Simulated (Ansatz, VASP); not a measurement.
## Al2Cu: VASP beside Ansatz

POSCAR

```
Al2Cu
1.0
   -2.9988978300      2.9988978300      2.3927372900
    2.9988978300     -2.9988978300      2.3927372900
    2.9988978300      2.9988978300     -2.3927372900
Al Cu
4 2
Direct
    0.3413930800      0.1586069200      0.5000000000
    0.1586069200      0.6586069200      0.8172138400
    0.8413930800      0.3413930800      0.1827861600
    0.6586069200      0.8413930800      0.5000000000
    0.7500000000      0.7500000000      0.0000000000
    0.2500000000      0.2500000000      0.0000000000
```

The input INCAR.step1:

```
ALGO = Normal
EDIFF = 1E-4
ENCUT = 520
GGA = PE
ISMEAR = 0
LASPH = True
LCHARG = False
LREAL = False
LWAVE = True
NBANDS = 26
NELM = 80
PREC = Accurate
SIGMA = 0.1
```

The input INCAR.step2:

```
ALGO = Normal
EDIFF = 1E-6
ENCUT = 520
ISIF = 2
ISMEAR = 0
ISTART = 1
LASPH = True
LCHARG = False
LMIXTAU = True
LREAL = False
LWAVE = False
METAGGA = R2SCAN
NBANDS = 26
NELM = 80
PREC = Accurate
SIGMA = 0.1
```

File KPOINTS:

```
k-points
0
Gamma
  6 6 6
```

Input for Ansatz:

```yaml
crystal:
  lattice:
    - [-2.99889783, 2.99889783, 2.39273729]
    - [2.99889783, -2.99889783, 2.39273729]
    - [2.99889783, 2.99889783, -2.39273729]
  atoms:
    - { symbol: Al, position: [0.34139308, 0.15860692, 0.5] }
    - { symbol: Al, position: [0.15860692, 0.65860692, 0.81721384] }
    - { symbol: Al, position: [0.84139308, 0.34139308, 0.18278616] }
    - { symbol: Al, position: [0.65860692, 0.84139308, 0.5] }
    - { symbol: Cu, position: [0.75, 0.75, 0.0] }
    - { symbol: Cu, position: [0.25, 0.25, 0.0] }
basis:
  ecutwfc: 500
kpoints:
  mp_grid: { grid: [6, 6, 6] }
hamiltonian:
  xc: r2scan
  pseudopotentials: { kind: paw, azcp: { folder: soft_1 } }
scf:
  occupations: { method: gaussian, width: 0.1 }
output:
  forces: true
  stress: true
  eigenvalues: true
```

Alike in both runs: task single point; functional r2SCAN; k mesh 6 × 6 × 6; occupations gaussian, width 0.1 eV; no spin polarisation.

|  | VASP | Ansatz |
| --- | --- | --- |
| version | VASP 6.6.1 | Ansatz 0.2.0 |
| potentials or method | VASP PAW PBE potentials, release 64 (Al, Cu), cutoff 520 eV | scalar-relativistic, plane waves, PAW |
| valence electrons in the cell | 34 | 50 |

Ansatz gave:

- gap on the k mesh at the Fermi level (eV): none
- pressure (GPa): 0.4
- traceless stress, the component that is largest in VASP (GPa): 2.13
- rms of the force components (eV/Å): 0.021

Question: What did VASP give for the same quantities?

Answer: gap on the k mesh at the Fermi level (eV): none; pressure (GPa): 0.2; traceless stress, the component that is largest in VASP (GPa): 2.16; rms of the force components (eV/Å): 0.020.

VASP's potentials were made for PBE, not for r2SCAN. Atom by atom the forces differ by 0.001 eV/Å (rms over components). A gap of «none» marks a metal or a gap that the smearing closes. VASP's potentials hold 34 valence electrons a cell and Ansatz's 50, so a difference there can come from the potentials and not from the codes.
